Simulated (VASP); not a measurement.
# ScAl3 (Pm-3m) in VASP: a series of runs

The runs below take ScAl3 through relaxation of cell and atoms, with PBE.

Everything below comes from runs of VASP 6.6.1. Logs are shortened: lines on timing, memory, paths and dates and some standing lists are left out, and cuts for length are marked.

**1. The cell of the first run**

Symmetry: Pm-3m, No. 221, cubic system. Conventional cell: a = 3.713 Å, b = 3.713 Å, c = 3.713 Å, α = 90.00°, β = 90.00°, γ = 90.00°. Sc (site symmetry m-3m) has 12 Al at 2.63 Å within 3.5 Å. Al (site symmetry 4/mmm) has 4 Sc at 2.63 Å and 8 Al at 2.63 Å within 3.5 Å.

**2. Relaxation of cell and atoms, PBE, target pressure 60 GPa, at which the enthalpy is minimised**

INCAR

```
SYSTEM = ScAl3
PREC = Accurate
ENCUT = 600
EDIFF = 1E-6
ISMEAR = 0
SIGMA = 0.1
LREAL = .FALSE.
LASPH = .TRUE.
NELM = 100
ALGO = Normal
ISIF = 3
LWAVE = .FALSE.
LCHARG = .FALSE.
GGA = PE
IBRION = 2
NSW = 70
EDIFFG = -0.008
PSTRESS = 600.0
```

KPOINTS

```
Automatic mesh
0
G
  12 12 12
  0 0 0
```

POSCAR

```
ScAl3
1.0
    3.7131466206      0.0000000000      0.0000000000
    0.0000000000      3.7131466206      0.0000000000
    0.0000000000      0.0000000000      3.7131466206
Sc Al
1 3
Direct
    0.0000000000      0.0000000000      0.0000000000
    0.5000000000      0.0000000000      0.5000000000
    0.0000000000      0.5000000000      0.5000000000
    0.5000000000      0.5000000000      0.0000000000
```

Potentials or basis: VASP PAW PBE potentials, release 64 (Sc_sv, Al).

Run with:

```bash
> cat potpaw_PBE.64/Sc_sv/POTCAR potpaw_PBE.64/Al/POTCAR > POTCAR
> mpirun -np 1 vasp_std > vasp.out
```

OUTCAR:

```text
SYSTEM = ScAl3
   PREC = Accurate
   ENCUT = 600
   EDIFF = 1E-6
   ISMEAR = 0
   LREAL = .FALSE.
   LASPH = .TRUE.
   NELM = 100
   ISIF = 3
   GGA = PE
   IBRION = 2
   NSW = 70
   EDIFFG = -0.008
   PSTRESS = 600.0

 ion  position               nearest neighbor table
   1  0.000  0.000  0.000-   2 2.63   3 2.63   4 2.63   2 2.63   3 2.63   3 2.63   4 2.63   3 2.63
                             2 2.63   4 2.63   2 2.63   4 2.63
   2  0.500  0.000  0.500-   1 2.63   3 2.63   4 2.63   1 2.63   4 2.63   3 2.63   4 2.63   4 2.63
                             1 2.63   3 2.63   1 2.63   3 2.63
   3  0.000  0.500  0.500-   1 2.63   2 2.63   4 2.63   1 2.63   4 2.63   1 2.63   2 2.63   1 2.63
                             2 2.63   4 2.63   4 2.63   2 2.63
   4  0.500  0.500  0.000-   1 2.63   2 2.63   3 2.63   2 2.63   3 2.63   1 2.63   2 2.63   2 2.63
                             1 2.63   3 2.63   3 2.63   1 2.63

  LATTYP: Found a simple cubic cell.
 ALAT       =     3.7131466206

  Lattice vectors:

 A1 = (   3.7131466206,   0.0000000000,   0.0000000000)
 A2 = (   0.0000000000,   3.7131466206,   0.0000000000)
 A3 = (   0.0000000000,   0.0000000000,   3.7131466206)

Analysis of symmetry for initial positions (statically):
=====================================================================
 Subroutine PRICEL returns:
 Original cell was already a primitive cell.

 Routine SETGRP: Setting up the symmetry group for a
 simple cubic supercell.

 Subroutine GETGRP returns: Found 48 space group operations
 (whereof 48 operations were pure point group operations)
 out of a pool of 48 trial point group operations.

The static configuration has the point symmetry O_h .

Analysis of symmetry for dynamics (positions and initial velocities):
=====================================================================
 Subroutine PRICEL returns:
 Original cell was already a primitive cell.

 Routine SETGRP: Setting up the symmetry group for a
 simple cubic supercell.

 Subroutine GETGRP returns: Found 48 space group operations
 (whereof 48 operations were pure point group operations)
 out of a pool of 48 trial point group operations.

The dynamic configuration has the point symmetry O_h .

 Subroutine INISYM returns: Found 48 space group operations
 (whereof 48 operations are pure point group operations),
 and found     1 'primitive' translations

----------------------------------------------------------------------------------------

                                     Primitive cell

  volume of cell :      51.1949

  direct lattice vectors                    reciprocal lattice vectors
     3.713146621  0.000000000  0.000000000     0.269313362  0.000000000  0.000000000
     0.000000000  3.713146621  0.000000000     0.000000000  0.269313362  0.000000000
     0.000000000  0.000000000  3.713146621     0.000000000  0.000000000  0.269313362

  length of vectors
     3.713146621  3.713146621  3.713146621     0.269313362  0.269313362  0.269313362

  position of ions in fractional coordinates (direct lattice)
     0.000000000  0.000000000  0.000000000
     0.500000000  0.000000000  0.500000000
     0.000000000  0.500000000  0.500000000
     0.500000000  0.500000000  0.000000000

  ion indices of the primitive-cell ions
   primitive index   ion index
                 1           1
                 2           2
                 3           3
                 4           4

----------------------------------------------------------------------------------------

 KPOINTS: Automatic mesh

Automatic generation of k-mesh.
 Grid dimensions read from file:
 generate k-points for:   12   12   12

 Generating k-lattice:

  Cartesian coordinates                     Fractional coordinates (reciprocal lattice)
     0.022442780  0.000000000  0.000000000     0.083333333  0.000000000  0.000000000
     0.000000000  0.022442780  0.000000000     0.000000000  0.083333333  0.000000000
     0.000000000  0.000000000  0.022442780     0.000000000  0.000000000  0.083333333

  Length of vectors
     0.022442780  0.022442780  0.022442780

  Shift w.r.t. Gamma in fractional coordinates (k-lattice)
     0.000000000  0.000000000  0.000000000

 Subroutine IBZKPT returns following result:
 ===========================================

 Found     84 irreducible k-points:

 Following reciprocal coordinates:
            Coordinates               Weight
  0.000000  0.000000  0.000000      1.000000
  0.083333  0.000000  0.000000      6.000000
  0.166667  0.000000  0.000000      6.000000
  0.250000  0.000000  0.000000      6.000000
  0.333333  0.000000  0.000000      6.000000
  0.416667  0.000000  0.000000      6.000000
[... 16 lines left out ...]
  0.333333  0.333333  0.000000     12.000000
  0.416667  0.333333  0.000000     24.000000
 [... further k-points ...]
   k-points           NKPTS =     84   k-points in BZ     NKDIM =     84   number of bands    NBANDS=     14
   number of dos      NEDOS =    301   number of ions     NIONS =      4
   total plane-waves  NPLWV =  27000
   dimension x,y,z NGX =    30 NGY =   30 NGZ =   30
   dimension x,y,z NGXF=    60 NGYF=   60 NGZF=   60
   ions per type =               1   3
   NGX,Y,Z   is equivalent  to a cutoff of  13.43, 13.43, 13.43 a.u.
   NGXF,Y,Z  is equivalent  to a cutoff of  26.86, 26.86, 26.86 a.u.
 SYSTEM =  ScAl3
   PREC   = accura    normal or accurate (medium, high low for compatibility)
   ISTART =      0    job   : 0-new  1-cont  2-samecut
   ICHARG =      2    charge: 1-file 2-atom 10-const
   ISPIN  =      1    spin polarized calculation?
   LNONCOLLINEAR =      F non collinear calculations
   LSORBIT =      F    spin-orbit coupling
   LASPH  =      T    aspherical Exc in radial PAW
   ENCUT  =  600.0 eV  44.10 Ry    6.64 a.u.   7.42  7.42  7.42*2*pi/ulx,y,z
   NELM   =    100;   NELMIN=  2; NELMDL= -5     # of ELM steps
   EDIFF  = 0.1E-05   stopping-criterion for ELM
   LREAL  =      F    real-space projection
   EDIFFG = -.8E-02   stopping-criterion for IOM
   NSW    =     70    number of steps for IOM
   IBRION =      2    ionic relax: 0-MD 1-quasi-New 2-CG
   NFREE  =      1    steps in history (QN), initial steepest desc. (CG)
   ISIF   =      3    stress and relaxation
   ISYM   =      2    0-nonsym 1-usesym 2-fastsym
   POTIM  = 0.5000    time-step for ionic-motion
   TEBEG  =    0.0;   TEEND  =   0.0 temperature during run
   PSTRESS=  600.0 pullay stress
   NELECT =      20.0000    total number of electrons
   NUPDOWN=      -1.0000    fix difference up-down
   EMIN   =  10.00;   EMAX   =-10.00  energy-range for DOS
   EFERMI =   0.00;   METHOD = LEGACY
   ISMEAR =     0;   SIGMA  =   0.10  broadening in eV -4-tet -1-fermi 0-gaus
   EFERMI_NEDOS =   21; number of points for ismear=-14 and -15
   IALGO  =     38    algorithm
   IMIX   =      4    mixing-type and parameters
     AMIX     =   0.40;   BMIX     =  1.00
     AMIX_MAG =   1.60;   BMIX_MAG =  1.00
  volume/ion in A,a.u.               =      12.80        86.37
  Fermi-wavevector in a.u.,A,eV,Ry     =   1.196766  2.261561 19.486943  1.432250
  Thomas-Fermi vector in A             =   2.332698
   LORBIT       =      0    0 simple, 1 ext, 2 COOP (PROOUT), +10 PAW based schemes
   GGA     = PE    functional components
   LHFCALC =     F    Hartree Fock is set to
   AEXX    =    0.0000 exact exchange contribution
   IVDW    =     0    specifies the selected vdW correction
   LEPSILON=     F    determine dielectric tensor
   LRPA    =     F    only Hartree local field effects (RPA)
 conjugate gradient relaxation of ions
 non-spin polarized calculation
 Gauss-broadening in eV      SIGMA  =   0.10
  energy-cutoff  :      600.00
  volume of cell :       51.19
 maximum number of plane-waves:      1743
 NGX is ok and might be reduce to    30
   NGX = 15   NGY = 15   NGZ = 15

--------------------------------------- Ionic step        1  -------------------------------------------

 number of electron      19.9999998 magnetization

 Free energy of the ion-electron system (eV)
  ---------------------------------------------------
  ext. energy  EPLUGINS =         0.00000000
  ---------------------------------------------------
  free energy    TOTEN  =       -17.19748527 eV

  energy without entropy =      -17.19068806  energy(sigma->0) =      -17.19408667

------------------------ aborting loop because EDIFF is reached ----------------------------------------

  FORCE on cell =-STRESS in cart. coord.  units (eV):
  Direction    XX          YY          ZZ          XY          YZ          ZX
  --------------------------------------------------------------------------------------
  -------------------------------------------------------------------------------------
  Total       15.3048612     15.3048612     15.3048612      0.0000000      0.0000000     -0.0000000
  in kB      478.9759217    478.9759217    478.9759217      0.0000000      0.0000000     -0.0000000
  external PRESSURE =    -121.0240783 kB  Pullay stress =     600.0000000 kB

 VOLUME and BASIS-vectors are now :
 -----------------------------------------------------------------------------
  energy-cutoff  :      600.00
  volume of cell :       51.19
      direct lattice vectors                 reciprocal lattice vectors
     3.713146621  0.000000000  0.000000000     0.269313362  0.000000000  0.000000000
     0.000000000  3.713146621  0.000000000     0.000000000  0.269313362  0.000000000
     0.000000000  0.000000000  3.713146621     0.000000000  0.000000000  0.269313362
[... 90 lines left out ...]
  FREE ENERGIE OF THE ION-ELECTRON SYSTEM (eV)
  ---------------------------------------------------
  free  energy   TOTEN  =       -16.4683112712 eV

  energy  without entropy=      -16.4611758290  energy(sigma->0) =      -16.46474355

  enthalpy is  TOTEN    =         1.8866367925 eV   P V=       18.3549480638

--------------------------------------- Ionic step        4  -------------------------------------------

 number of electron      19.9999997 magnetization

 Free energy of the ion-electron system (eV)
  ---------------------------------------------------
  ext. energy  EPLUGINS =         0.00000000
  ---------------------------------------------------
  free energy    TOTEN  =       -16.44230810 eV

  energy without entropy =      -16.43516270  energy(sigma->0) =      -16.43873540

 E-fermi :  10.5958     XC(G=0): -11.7868

 val. band max:       10.5827894034   @ k =   0.2500   0.1667   0.0833
 cond. band min:      10.6509719705   @ k =   0.5000   0.2500   0.2500
 fundamental gap:      0.0681825671
 Fermi energy:        10.5958410793

 k-point     1 :       0.0000    0.0000    0.0000
  band No.  band energies     occupation
      1     -37.2012      2.00000
      2     -16.0671      2.00000
      3     -16.0671      2.00000
      4     -16.0671      2.00000
      5      -1.1510      2.00000
      6       7.4452      2.00000
      7       7.4452      2.00000
      8       8.8623      2.00000
      9       8.8623      2.00000
     10       8.8623      2.00000
     11      11.8215      0.00000
     12      12.0326      0.00000
     13      12.0326      0.00000
     14      12.0326      0.00000

 k-point     2 :       0.0833    0.0000    0.0000
  band No.  band energies     occupation
      1     -37.2006      2.00000
      2     -16.0771      2.00000
      3     -16.0664      2.00000
      4     -16.0664      2.00000
      5      -1.0658      2.00000
      6       6.9684      2.00000
      7       7.4943      2.00000
      8       8.8324      2.00000
      9       8.8324      2.00000
     10       9.0687      2.00000
[... 362 lines left out ...]
 k-point    24 :       0.4167    0.3333    0.0000
  band No.  band energies     occupation
      1     -37.1878      2.00000
      2     -16.1862      2.00000
      3     -16.1575      2.00000
      4     -16.0497      2.00000
      5       1.7494      2.00000
      6       3.9476      2.00000
      7       5.3189      2.00000
      8       7.1334      2.00000
      9       9.2477      2.00000
     10      10.1595      2.00000
     11      12.0005      0.00000
     12      12.9607      0.00000
     13      13.2198      0.00000
     14      13.5873      0.00000

 [... further k-points ...]

------------------------ aborting loop because EDIFF is reached ----------------------------------------

  FORCE on cell =-STRESS in cart. coord.  units (eV):
  Direction    XX          YY          ZZ          XY          YZ          ZX
  --------------------------------------------------------------------------------------
  -------------------------------------------------------------------------------------
  Total       18.3212282     18.3212282     18.3212282      0.0000000      0.0000000      0.0000000
  in kB      599.7508060    599.7508060    599.7508060      0.0000000      0.0000000      0.0000000
  external PRESSURE =      -0.2491940 kB  Pullay stress =     600.0000000 kB

 VOLUME and BASIS-vectors are now :
 -----------------------------------------------------------------------------
  energy-cutoff  :      600.00
  volume of cell :       48.94
      direct lattice vectors                 reciprocal lattice vectors
     3.657896745  0.000000000 -0.000000000     0.273381145  0.000000000  0.000000000
     0.000000000  3.657896745  0.000000000     0.000000000  0.273381145  0.000000000
    -0.000000000  0.000000000  3.657896745     0.000000000  0.000000000  0.273381145

 POSITION                                       TOTAL-FORCE (eV/Angst)
 -----------------------------------------------------------------------------------
      0.00000      0.00000      0.00000        -0.000000      0.000000      0.000000
      1.82895      0.00000      1.82895         0.000000      0.000000      0.000000
     -0.00000      1.82895      1.82895         0.000000      0.000000      0.000000
      1.82895      1.82895     -0.00000         0.000000      0.000000      0.000000
 -----------------------------------------------------------------------------------
    total drift:                                0.000000     -0.000000      0.000000

  FREE ENERGIE OF THE ION-ELECTRON SYSTEM (eV)
  ---------------------------------------------------
  free  energy   TOTEN  =       -16.4423080995 eV

  energy  without entropy=      -16.4351627048  energy(sigma->0) =      -16.43873540

  enthalpy is  TOTEN    =         1.8865325009 eV   P V=       18.3288406004

 reached required accuracy - stopping structural energy minimisation
```

It took 72 s on 1 thread of Intel Xeon 6975P-C (Granite Rapids), shared host; peak memory 0.23 GiB.

What came out:

```yaml
Free_energy: -16.4423 eV
Relaxed_volume: 12.24 Å³/atom
Relaxed_cell: a = 3.658 Å, b = 3.658 Å, c = 3.658 Å, α = 90.00°, β = 90.00°, γ = 90.00°
Space_group_after_relaxing_to_0.1_Å: Pm-3m (No. 221)
Energy_change_on_relaxing_the_run_minimises_the_enthalpy: +188.8 meV/atom
Ionic_steps: 4
Pressure_after_relaxing: 60.0 GPa
Band_gap_on_the_k_mesh: zero (bands 10 and 11 overlap by 4.47 eV)
```

Step by step:
```tsv
step	energy change (eV)	largest force (eV/Å)	pressure (GPa)	volume (Å³)
1	0.0000	0.0000	47.90	51.19
2	2.9087	0.0000	92.72	44.36
3	0.7292	0.0000	59.56	49.01
4	0.7552	0.0000	59.98	48.94
```

Final structure:
```
Sc Al
1.0
     3.65790    0.00000    0.00000
     0.00000    3.65790    0.00000
     0.00000    0.00000    3.65790
Sc Al
1 3
Direct
  0.00000 0.00000 0.00000
  0.50000 0.00000 0.50000
  0.00000 0.50000 0.50000
  0.50000 0.50000 0.00000
```

Caveat: the cell is relaxed towards a set pressure, so the run minimises the enthalpy, not the energy.

**3. Relaxation of cell and atoms, PBE, target pressure 30 GPa, at which the enthalpy is minimised**

This run uses another cell than the first one, of 13.99 Å³/atom.

INCAR

```
PREC = Accurate
ENCUT = 600
EDIFF = 1E-7
ISMEAR = 0
SIGMA = 0.1
LREAL = False
LASPH = True
NELM = 80
ALGO = Normal
ISIF = 3
LWAVE = False
LCHARG = False
GGA = PE
IBRION = 2
NSW = 70
EDIFFG = -0.008
PSTRESS = 300.0
```

KPOINTS

```
regular mesh
0
Gamma
  12 12 12
```

POSCAR

```
ScAl3
1.0
    3.8253995617      0.0000000000      0.0000000000
    0.0000000000      3.8253995617      0.0000000000
    0.0000000000      0.0000000000      3.8253995617
Sc Al
1 3
Direct
    0.0000000000      0.0000000000      0.0000000000
    0.5000000000      0.0000000000      0.5000000000
    0.0000000000      0.5000000000      0.5000000000
    0.5000000000      0.5000000000      0.0000000000
```

Potentials or basis: VASP PAW PBE potentials, release 64 (Sc_sv, Al).

Run with:

```bash
> cat potpaw_PBE.64/Sc_sv/POTCAR potpaw_PBE.64/Al/POTCAR > POTCAR
> mpirun -np 1 vasp_std > vasp.out
```

Wall time 50 s (1 thread of Intel Xeon 6975P-C (Granite Rapids), shared host); peak memory 0.24 GiB.

It converged, with:

```
Free energy                                                : -18.2313 eV
Relaxed volume                                             : 13.88 Å³/atom
Relaxed cell                                               : a = 3.814 Å, b = 3.814 Å, c = 3.814 Å, α = 90.00°, β = 90.00°, γ = 90.00°
Space group after relaxing (to 0.1 Å)                      : Pm-3m (No. 221)
Energy change on relaxing (the run minimises the enthalpy) : +21.8 meV/atom
Ionic steps                                                : 3
Pressure after relaxing                                    : 30.0 GPa
Band gap on the k mesh                                     : zero (bands 10 and 11 overlap by 4.46 eV)
```

Step by step:
| step | energy change (eV) | largest force (eV/Å) | pressure (GPa) | volume (Å³) |
| --- | --- | --- | --- | --- |
| 1 | 0.0000 | 0.0000 | 28.36 | 55.98 |
| 2 | 0.2185 | 0.0000 | 32.43 | 54.83 |
| 3 | 0.0871 | 0.0000 | 30.00 | 55.50 |

Final structure:
```cif
data_structure
_symmetry_space_group_name_H-M 'P 1'
_symmetry_Int_Tables_number 1
_cell_length_a 3.8145
_cell_length_b 3.8145
_cell_length_c 3.8145
_cell_angle_alpha 90.000
_cell_angle_beta 90.000
_cell_angle_gamma 90.000
_cell_volume 55.50
loop_
_atom_site_label
_atom_site_type_symbol
_atom_site_fract_x
_atom_site_fract_y
_atom_site_fract_z
_atom_site_occupancy
Sc1 Sc 0.00000 0.00000 0.00000 1
Al1 Al 0.50000 0.00000 0.50000 1
Al2 Al 0.00000 0.50000 0.50000 1
Al3 Al 0.50000 0.50000 0.00000 1
```

Levels at points of the mesh, in eV from the Fermi level:
| k point | band 8 | band 9 | band 10 | band 11 | band 12 | band 13 |
| --- | --- | --- | --- | --- | --- | --- |
| (0.00, 0.00, 0.00) | -1.83 | -1.83 | -1.83 | 1.24 | 1.41 | 1.41 |
| (0.50, 0.00, 0.00) | -2.02 | -1.92 | 1.41 | 1.41 | 1.41 | 1.89 |
| (0.50, 0.50, 0.00) | -4.82 | -0.67 | -0.67 | 1.28 | 1.64 | 2.59 |
| (0.50, 0.50, 0.50) | -5.14 | -3.05 | -3.05 | -3.05 | 1.59 | 3.21 |

Caveat: the cell is relaxed towards a set pressure, so the run minimises the enthalpy, not the energy.

The gap in the log of VASP goes by the Fermi energy; the results here count the filled bands.